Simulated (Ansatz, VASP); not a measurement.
# AlNi: VASP beside Ansatz

Contents of POSCAR:

```
AlNi
1.0
    2.8900000000      0.0000000000      0.0000000000
    0.0000000000      2.8900000000      0.0000000000
    0.0000000000      0.0000000000      2.8900000000
Ni Al
1 1
Direct
    0.0119865108      0.0119865108      0.0119865108
    0.5000000000      0.5000000000      0.5000000000
```

Contents of INCAR.step1:

```
SYSTEM = AlNi
PREC = Accurate
ENCUT = 520
EDIFF = 1E-5
ISMEAR = -1
SIGMA = 0.1
LREAL = .FALSE.
LASPH = .TRUE.
NELM = 60
ALGO = Normal
ISIF = 2
LWAVE = .TRUE.
LCHARG = .FALSE.
NBANDS = 14
GGA = PE
```

Contents of INCAR.step2:

```
SYSTEM = AlNi
PREC = Accurate
ENCUT = 520
EDIFF = 1E-6
ISMEAR = -1
SIGMA = 0.1
LREAL = .FALSE.
LASPH = .TRUE.
NELM = 60
ALGO = Normal
ISIF = 2
LWAVE = .FALSE.
LCHARG = .FALSE.
GGA = PE
LHFCALC = .TRUE.
HFSCREEN = 0.2079
PRECFOCK = Normal
NBANDS = 14
ISTART = 1
```

File KPOINTS:

```
Automatic mesh
0
G
  4 4 4
  0 0 0
```

Input for Ansatz:

```yaml
crystal:
  lattice:
    - [2.89, 0.0, 0.0]
    - [0.0, 2.89, 0.0]
    - [0.0, 0.0, 2.89]
  atoms:
    - { symbol: Ni, position: [0.0119865108, 0.0119865108, 0.0119865108] }
    - { symbol: Al, position: [0.5, 0.5, 0.5] }
kpoints:
  mp_grid: { grid: [4, 4, 4] }
hamiltonian:
  xc: hse06
  pseudopotentials:
    kind: all_electron
    relativity: scalar
    datasets: crystal
    dataset_attempts: all
    nuclear_model: point
scf:
  occupations: { method: fermi_dirac, width: 0.1 }
  convergence: { dr2_threshold: "1e-9 eV" }
  max_iter: 400
  lower_state_search: "off"
output:
  forces: true
  stress: true
```

Alike in both runs: task single point; functional HSE06; k mesh 4 × 4 × 4; occupations fermi-dirac, width 0.1 eV; no spin polarisation.

|  | VASP | Ansatz |
| --- | --- | --- |
| version | VASP 6.6.1 | Ansatz 0.2.0 development build |
| potentials or method | VASP PAW PBE potentials, release 64 (Ni, Al), cutoff 520 eV | plane waves, all-electron PAW datasets generated for the crystal |

```csv
,VASP,Ansatz,Ansatz less VASP
rms of the force components (eV/Å),0.176,0.176,-0.0006
```

Atom by atom the forces differ by 0.001 eV/Å (rms over components). Ansatz ran all-electron here, and VASP with PAW potentials. Ansatz's warnings: filled band counts differ across k points.

The k mesh is coarse, so the values compare programs but aren't converged.
